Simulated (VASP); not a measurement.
A run of VASP 6.6.1 is set up as follows.

File INCAR:

```
SYSTEM = Au
PREC = Accurate
ENCUT = 600
EDIFF = 1E-6
ISMEAR = -1
SIGMA = 0.15
LREAL = .False.
LASPH = .True.
NELM = 60
ALGO = Fast
ISIF = 4
LWAVE = .False.
LCHARG = .False.
GGA = PE
IBRION = 2
NSW = 80
EDIFFG = -0.001
```

The input KPOINTS:

```
Automatic mesh
0
Gamma
  16 16 10
  0 0 0
```

POSCAR

```
Au
1.0
    1.4484409520     -2.5089606946      0.0000000000
    1.4484409520      2.5089606946      0.0000000000
    0.0000000000      0.0000000000      4.8565289425
Au
2
Direct
    0.6666363790      0.3333636210      0.2500000000
    0.3333636210      0.6666363790      0.7500000000
```

Potentials or basis: VASP PAW PBE potentials, release 64 (Au).

Run with:

```bash
$ cat potpaw_PBE.64/Au/POTCAR > POTCAR
$ mpirun -np 1 vasp_std > vasp.out
```

(1) Estimate the band gap on the k mesh.

## Answers

(1) zero (bands 11 and 12 overlap by 6.23 eV).

Caveat: spin-orbit coupling is left out, which moves the levels of the heavy elements.
